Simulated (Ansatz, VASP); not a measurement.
Two plane-wave programs on CuAu2Cl3

File INCAR:

```
SYSTEM = CuAu2Cl3
PREC = Accurate ; ENCUT = 520
EDIFF = 1E-6 ; ISMEAR = 0
SIGMA = 0.1 ; LREAL = .False.
LASPH = .True. ; NELM = 150
ALGO = Normal ; ISIF = 2
LWAVE = .False. ; LCHARG = .False.
ISPIN = 2 ; MAGMOM = 1 0 0 0 0 0
LORBIT = 11 ; LMAXMIX = 4
GGA = PE ; NBANDS = 40
```

Contents of KPOINTS:

```
Automatic mesh
0
Gamma
  6 6 2
  0 0 0
```

POSCAR

```
CuAu2Cl3
1.0
    3.7741707700      0.0000000000      0.0000000000
   -1.8870853800      3.2685277600      0.0000000000
    0.0000000000      0.0000000000      9.2447925800
Cu Au Cl
1 2 3
Direct
    0.0000000000      0.0000000000      0.0000000000
    0.3333333300      0.6666666700      0.6666666700
    0.6666666700      0.3333333300      0.3333333300
    0.6666666700      0.3333333300      0.8333333300
    0.0000000000      0.0000000000      0.5000000000
    0.3333333300      0.6666666700      0.1666666700
```

Input for Ansatz:

```yaml
crystal:
  lattice:
    - [3.77417077, 0.0, 0.0]
    - [-1.88708538, 3.26852776, 0.0]
    - [0.0, 0.0, 9.24479258]
  atoms:
    - { symbol: Cu, position: [0.0, 0.0, 0.0], spin: 1.0 }
    - { symbol: Au, position: [0.33333333, 0.66666667, 0.66666667] }
    - { symbol: Au, position: [0.66666667, 0.33333333, 0.33333333] }
    - { symbol: Cl, position: [0.66666667, 0.33333333, 0.83333333] }
    - { symbol: Cl, position: [0.0, 0.0, 0.5] }
    - { symbol: Cl, position: [0.33333333, 0.66666667, 0.16666667] }
basis:
  ecutwfc: 420
kpoints:
  mp_grid: { grid: [6, 6, 2] }
hamiltonian:
  xc: pbe
scf:
  occupations: { method: gaussian, width: 0.1 }
  lower_state_search: "off"
output:
  forces: true
  stress: true
  eigenvalues: true
  populations: true
magnetization:
  spin_polarized: true
```

Alike in both runs: task single point; functional PBE; k mesh 6 × 6 × 2; occupations gaussian, width 0.1 eV; collinear spin.

|  | VASP | Ansatz |
| --- | --- | --- |
| version | VASP 6.6.1 | Ansatz 0.2.0 |
| potentials or method | VASP PAW PBE potentials, release 64 (Cu, Au, Cl), cutoff 520 eV | scalar-relativistic, plane waves, PAW |
| valence electrons in the cell | 54 | 78 |

|  | VASP | Ansatz | Ansatz less VASP |
| --- | --- | --- | --- |
| gap on the k mesh at the Fermi level (eV) | none | none | - |
| pressure (GPa) | 5.4 | 5.5 | +0.11 |
| traceless stress, the component that is largest in VASP (GPa) | -0.12 | -0.12 | -0.003 |
| rms of the force components (eV/Å) | 0.376 | 0.379 | +0.0028 |
| net moment per atom (μB) | 0.00 | 0.00 | 0.000 |

Atom by atom the forces differ by 0.003 eV/Å (rms over components). A gap of «none» marks a metal or a gap that the smearing closes. The functional is the same, so the differences come from potentials, cutoffs and numerics. VASP's potentials hold 54 valence electrons a cell and Ansatz's 78, so a difference there can come from the potentials and not from the codes. Ansatz's warnings: seeded moment not kept.

Neither program's run includes spin-orbit coupling.
